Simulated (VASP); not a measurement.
# Bi (Pm-3m) in VASP: further runs

The runs below take Bi through single point, with r2SCAN.

All numbers are computed with VASP 6.6.1; they aren't measurements. Logs are shortened: lines on timing, memory, paths and dates and some standing lists are left out, and cuts for length are marked.

## 1. The cell of the first run

The structure is cubic, space group Pm-3m (No. 221). The conventional cell has a = 3.252 Å, b = 3.252 Å, c = 3.252 Å, α = 90.00°, β = 90.00°, γ = 90.00°. Within 4.3 Å of Bi (site symmetry m-3m) lie 6 Bi at 3.25 Å.

This isn't the form of Bi at room conditions, which is rhombohedral.

## 2. Single point, r2SCAN (34.40 Å³/atom)

POSCAR

```
Bi
1.0
    3.2521762864      0.0000000000      0.0000000000
    0.0000000000      3.2521762864      0.0000000000
    0.0000000000      0.0000000000      3.2521762864
Bi
1
Direct
    0.0000000000      0.0000000000      0.0000000000
```

INCAR.step1

```
PREC = Accurate
ENCUT = 520
ISMEAR = -1
SIGMA = 0.1
LREAL = F
LASPH = T
NELM = 100
NBANDS = 14
GGA = PE
ALGO = Normal
EDIFF = 1E-4
LWAVE = T
LCHARG = F
```

INCAR.step2

```
PREC = Accurate
ENCUT = 520
EDIFF = 1E-6
ISMEAR = -1
SIGMA = 0.1
LREAL = F
LASPH = T
NELM = 100
ALGO = Normal
ISIF = 2
LWAVE = F
LCHARG = F
METAGGA = R2SCAN
LMIXTAU = T
NBANDS = 14
ISTART = 1
```

KPOINTS

```
Automatic mesh
0
Gamma
  11 11 11
```

Potentials or basis: VASP PAW PBE potentials, release 64 (Bi_d).

Started as:

```bash
cat potpaw_PBE.64/Bi_d/POTCAR > POTCAR
cp INCAR.step1 INCAR
mpirun -np 1 vasp_std > vasp.out
cp INCAR.step2 INCAR
mpirun -np 1 vasp_std > vasp.out
```

OUTCAR:

```text
PREC = Accurate
   ENCUT = 520
   EDIFF = 1E-6
   ISMEAR = -1
   LREAL = F
   LASPH = T
   NELM = 100
   ISIF = 2
   METAGGA = R2SCAN
   ISTART = 1

 ion  position               nearest neighbor table
   1  0.000  0.000  0.000-

  LATTYP: Found a simple cubic cell.
 ALAT       =     3.2521762864

  Lattice vectors:

 A1 = (   3.2521762864,   0.0000000000,   0.0000000000)
 A2 = (   0.0000000000,   3.2521762864,   0.0000000000)
 A3 = (   0.0000000000,   0.0000000000,   3.2521762864)

Analysis of symmetry for initial positions (statically):
=====================================================================
 Subroutine PRICEL returns:
 Original cell was already a primitive cell.

 Routine SETGRP: Setting up the symmetry group for a
 simple cubic supercell.

 Subroutine GETGRP returns: Found 48 space group operations
 (whereof 48 operations were pure point group operations)
 out of a pool of 48 trial point group operations.

The static configuration has the point symmetry O_h .

Analysis of symmetry for dynamics (positions and initial velocities):
=====================================================================
 Subroutine PRICEL returns:
 Original cell was already a primitive cell.

 Routine SETGRP: Setting up the symmetry group for a
 simple cubic supercell.

 Subroutine GETGRP returns: Found 48 space group operations
 (whereof 48 operations were pure point group operations)
 out of a pool of 48 trial point group operations.

The dynamic configuration has the point symmetry O_h .

 Subroutine INISYM returns: Found 48 space group operations
 (whereof 48 operations are pure point group operations),
 and found     1 'primitive' translations

----------------------------------------------------------------------------------------

                                     Primitive cell

  volume of cell :      34.3971

  direct lattice vectors                    reciprocal lattice vectors
     3.252176286  0.000000000  0.000000000     0.307486407  0.000000000  0.000000000
     0.000000000  3.252176286  0.000000000     0.000000000  0.307486407  0.000000000
     0.000000000  0.000000000  3.252176286     0.000000000  0.000000000  0.307486407

  length of vectors
     3.252176286  3.252176286  3.252176286     0.307486407  0.307486407  0.307486407

  position of ions in fractional coordinates (direct lattice)
     0.000000000  0.000000000  0.000000000

  ion indices of the primitive-cell ions
   primitive index   ion index
                 1           1

----------------------------------------------------------------------------------------

 KPOINTS: Automatic mesh

Automatic generation of k-mesh.
 Grid dimensions read from file:
 generate k-points for:   11   11   11

 Generating k-lattice:

  Cartesian coordinates                     Fractional coordinates (reciprocal lattice)
     0.027953310  0.000000000  0.000000000     0.090909091  0.000000000  0.000000000
     0.000000000  0.027953310  0.000000000     0.000000000  0.090909091  0.000000000
     0.000000000  0.000000000  0.027953310     0.000000000  0.000000000  0.090909091

  Length of vectors
     0.027953310  0.027953310  0.027953310

  Shift w.r.t. Gamma in fractional coordinates (k-lattice)
     0.000000000  0.000000000  0.000000000

 Subroutine IBZKPT returns following result:
 ===========================================

 Found     56 irreducible k-points:

 Following reciprocal coordinates:
            Coordinates               Weight
  0.000000  0.000000  0.000000      1.000000
  0.090909  0.000000  0.000000      6.000000
  0.181818  0.000000  0.000000      6.000000
  0.272727  0.000000  0.000000      6.000000
  0.363636  0.000000  0.000000      6.000000
  0.454545  0.000000  0.000000      6.000000
[... 16 lines left out ...]
  0.181818  0.090909  0.090909     24.000000
  0.272727  0.090909  0.090909     24.000000
 [... further k-points ...]
   k-points           NKPTS =     56   k-points in BZ     NKDIM =     56   number of bands    NBANDS=     14
   number of dos      NEDOS =    301   number of ions     NIONS =      1
   total plane-waves  NPLWV =  13824
   dimension x,y,z NGX =    24 NGY =   24 NGZ =   24
   dimension x,y,z NGXF=    48 NGYF=   48 NGZF=   48
   ions per type =               1
   NGX,Y,Z   is equivalent  to a cutoff of  12.27, 12.27, 12.27 a.u.
   NGXF,Y,Z  is equivalent  to a cutoff of  24.54, 24.54, 24.54 a.u.
 SYSTEM =  unknown system
   PREC   = accura    normal or accurate (medium, high low for compatibility)
   ISTART =      1    job   : 0-new  1-cont  2-samecut
   ICHARG =      0    charge: 1-file 2-atom 10-const
   ISPIN  =      1    spin polarized calculation?
   LNONCOLLINEAR =      F non collinear calculations
   LSORBIT =      F    spin-orbit coupling
   LASPH  =      T    aspherical Exc in radial PAW
   ENCUT  =  520.0 eV  38.22 Ry    6.18 a.u.   6.05  6.05  6.05*2*pi/ulx,y,z
   NELM   =    100;   NELMIN=  2; NELMDL=  0     # of ELM steps
   EDIFF  = 0.1E-05   stopping-criterion for ELM
   LREAL  =      F    real-space projection
   EDIFFG = 0.1E-04   stopping-criterion for IOM
   NSW    =      0    number of steps for IOM
   IBRION =     -1    ionic relax: 0-MD 1-quasi-New 2-CG
   NFREE  =      0    steps in history (QN), initial steepest desc. (CG)
   ISIF   =      2    stress and relaxation
   ISYM   =      2    0-nonsym 1-usesym 2-fastsym
   POTIM  = 0.5000    time-step for ionic-motion
   TEBEG  =    0.0;   TEEND  =   0.0 temperature during run
   PSTRESS=    0.0 pullay stress
   NELECT =      15.0000    total number of electrons
   NUPDOWN=      -1.0000    fix difference up-down
   EMIN   =  10.00;   EMAX   =-10.00  energy-range for DOS
   EFERMI =   0.00;   METHOD = LEGACY
   ISMEAR =    -1;   SIGMA  =   0.10  broadening in eV -4-tet -1-fermi 0-gaus
   EFERMI_NEDOS =   21; number of points for ismear=-14 and -15
   IALGO  =     38    algorithm
   IMIX   =      4    mixing-type and parameters
     AMIX     =   0.40;   BMIX     =  1.00
     AMIX_MAG =   1.60;   BMIX_MAG =  1.00
  volume/ion in A,a.u.               =      34.40       232.12
  Fermi-wavevector in a.u.,A,eV,Ry     =   1.241456  2.346011 20.969460  1.541212
  Thomas-Fermi vector in A             =   2.375853
   LORBIT       =      0    0 simple, 1 ext, 2 COOP (PROOUT), +10 PAW based schemes
   METAGGA = R2SCAN    functional components
   LHFCALC =     F    Hartree Fock is set to
   AEXX    =    0.0000 exact exchange contribution
   IVDW    =     0    specifies the selected vdW correction
   LEPSILON=     F    determine dielectric tensor
   LRPA    =     F    only Hartree local field effects (RPA)
 non-spin polarized calculation
  energy-cutoff  :      520.00
  volume of cell :       34.40
 maximum number of plane-waves:       943
   NGX = 13   NGY = 13   NGZ = 13

 number of electron      14.9999997 magnetization

 Free energy of the ion-electron system (eV)
  ---------------------------------------------------
  ext. energy  EPLUGINS =         0.00000000
  ---------------------------------------------------
  free energy    TOTEN  =       -58.43471870 eV

  energy without entropy =      -58.41509753  energy(sigma->0) =      -58.42490812

 E-fermi :   6.4471     XC(G=0): -10.3768

 val. band max:        6.3507200451   @ k =   0.1818   0.0909   0.0000
 cond. band min:       6.4656864085   @ k =   0.1818   0.0909   0.0909
 fundamental gap:      0.1149663634
 Fermi energy:         6.4471370492

 k-point     1 :       0.0000    0.0000    0.0000
  band No.  band energies     occupation
      1     -17.1806      2.00000
      2     -17.1806      2.00000
      3     -16.8250      2.00000
      4     -16.8250      2.00000
      5     -16.8250      2.00000
      6      -7.2164      2.00000
      7       9.7836      0.00000
      8       9.7836      0.00000
      9       9.7836      0.00000
     10      13.5147      0.00000
     11      14.7229      0.00000
     12      14.7229      0.00000
     13      24.3991      0.00000
     14      24.3991      0.00000

 k-point     2 :       0.0909    0.0000    0.0000
  band No.  band energies     occupation
      1     -17.1794      2.00000
      2     -17.1572      2.00000
      3     -16.8323      2.00000
      4     -16.8323      2.00000
      5     -16.8244      2.00000
      6      -7.1079      2.00000
      7       8.4460      0.00000
      8       9.9045      0.00000
      9       9.9045      0.00000
     10      13.9125      0.00000
     11      14.8094      0.00000
     12      15.9588      0.00000
     13      23.6110      0.00000
     14      24.0993      0.00000

 k-point     3 :       0.1818    0.0000    0.0000
  band No.  band energies     occupation
      1     -17.1762      2.00000
      2     -17.0945      2.00000
      3     -16.8520      2.00000
      4     -16.8520      2.00000
      5     -16.8228      2.00000
      6      -6.7901      2.00000
      7       6.2359      1.78425
      8      10.2493      0.00000
      9      10.2493      0.00000
     10      14.2893      0.00000
     11      15.0701      0.00000
     12      18.6829      0.00000
     13      22.1084      0.00000
     14      22.9166      0.00000
[... 324 lines left out ...]
 k-point    23 :       0.1818    0.0909    0.0909
  band No.  band energies     occupation
      1     -17.1405      2.00000
      2     -17.0802      2.00000
      3     -16.8596      2.00000
      4     -16.8590      2.00000
      5     -16.8376      2.00000
      6      -6.5740      2.00000
      7       6.4657      0.90752
      8       8.9653      0.00000
      9       9.0921      0.00000
     10      15.9780      0.00000
     11      16.5327      0.00000
     12      18.7546      0.00000
     13      20.5401      0.00000
     14      20.8974      0.00000

 k-point    24 :       0.2727    0.0909    0.0909
  band No.  band energies     occupation
      1     -17.1365      2.00000
      2     -16.9971      2.00000
      3     -16.8857      2.00000
      4     -16.8850      2.00000
      5     -16.8354      2.00000
      6      -6.0801      2.00000
      7       4.3698      2.00000
      8       9.4860      0.00000
      9       9.5964      0.00000
     10      16.2529      0.00000
     11      16.8457      0.00000
     12      19.0179      0.00000
     13      19.0401      0.00000
     14      22.0433      0.00000

 [... further k-points ...]

------------------------ aborting loop because EDIFF is reached ----------------------------------------

  FORCE on cell =-STRESS in cart. coord.  units (eV):
  Direction    XX          YY          ZZ          XY          YZ          ZX
  --------------------------------------------------------------------------------------
  -------------------------------------------------------------------------------------
  Total        0.0330439      0.0330439      0.0330439      0.0000000     -0.0000000      0.0000000
  in kB        1.5391465      1.5391465      1.5391465      0.0000000     -0.0000000      0.0000000
  external PRESSURE =       1.5391465 kB  Pullay stress =       0.0000000 kB

 VOLUME and BASIS-vectors are now :
 -----------------------------------------------------------------------------
  energy-cutoff  :      520.00
  volume of cell :       34.40
      direct lattice vectors                 reciprocal lattice vectors
     3.252176286  0.000000000  0.000000000     0.307486407  0.000000000  0.000000000
     0.000000000  3.252176286  0.000000000     0.000000000  0.307486407  0.000000000
     0.000000000  0.000000000  3.252176286     0.000000000  0.000000000  0.307486407

 POSITION                                       TOTAL-FORCE (eV/Angst)
 -----------------------------------------------------------------------------------
      0.00000      0.00000      0.00000         0.000000      0.000000      0.000000
 -----------------------------------------------------------------------------------
    total drift:                                0.000000     -0.000000      0.000000

  FREE ENERGIE OF THE ION-ELECTRON SYSTEM (eV)
  ---------------------------------------------------
  free  energy   TOTEN  =       -58.4347187008 eV

  energy  without entropy=      -58.4150975349  energy(sigma->0) =      -58.42490812
```

Wall time 42 s (1 thread of Intel Xeon 6975P-C (Granite Rapids), shared host); peak memory 0.15 GiB.

Results:

- Free energy: -58.4347 eV
- Pressure: 0.2 GPa
- Band gap on the k mesh: zero (an odd number of electrons rules out a gap without spin polarisation)

Caveat: the PAW data sets were made with another functional, which shifts forces and pressure a little; spin-orbit coupling is left out, which moves the levels of the heavy elements.

## 3. Single point, r2SCAN (35.77 Å³/atom)

This run uses another cell than the first one, of 35.77 Å³/atom.

POSCAR

```
Bi
1.0
    3.2949729874      0.0000000000      0.0000000000
    0.0000000000      3.2949729874      0.0000000000
    0.0000000000      0.0000000000      3.2949729874
Bi
1
Direct
    0.0000000000      0.0000000000      0.0000000000
```

INCAR.step1

```
SYSTEM = Bi
ALGO = Normal
EDIFF = 1E-4
ENCUT = 520
GGA = PE
ISMEAR = -1
LASPH = .True.
LCHARG = .False.
LREAL = .False.
LWAVE = .True.
NBANDS = 14
NELM = 100
PREC = Accurate
SIGMA = 0.1
```

INCAR.step2

```
SYSTEM = Bi
ALGO = Normal
EDIFF = 1E-6
ENCUT = 520
ISIF = 2
ISMEAR = -1
ISTART = 1
LASPH = .True.
LCHARG = .True.
LELF = .True.
LMIXTAU = .True.
LREAL = .False.
LVHAR = .True.
LWAVE = .False.
METAGGA = R2SCAN
NBANDS = 14
NELM = 100
PREC = Accurate
SIGMA = 0.1
```

KPOINTS

```
k-points
0
Gamma
  11 11 11
  0 0 0
```

Potentials or basis: VASP PAW PBE potentials, release 64 (Bi_d).

Started as:

```bash
cat potpaw_PBE.64/Bi_d/POTCAR > POTCAR
cp INCAR.step1 INCAR
mpirun -np 1 vasp_std > vasp.out
cp INCAR.step2 INCAR
mpirun -np 1 vasp_std > vasp.out
```

Run time: 82 s. Hardware: 1 thread of Intel Xeon 6975P-C (Granite Rapids), shared host; peak memory 0.17 GiB.

It converged, with:

| Property | Result |
| --- | --- |
| Free energy | -58.4285 eV |
| Pressure | -1.7 GPa |
| Band gap on the k mesh | zero (an odd number of electrons rules out a gap without spin polarisation) |

Levels at points of the mesh, in eV from the Fermi level:
```
           k point  band 4  band 5  band 6  band 7  band 8  band 9  band 10  band 11
(0.00, 0.00, 0.00)  -23.25  -23.25  -13.40    3.24    3.24    3.24     6.84     8.17
```

Caveat: the PAW data sets were made with another functional, which shifts forces and pressure a little; spin-orbit coupling is left out, which moves the levels of the heavy elements.

The gap in the log of VASP goes by the Fermi energy; the results here count the filled bands.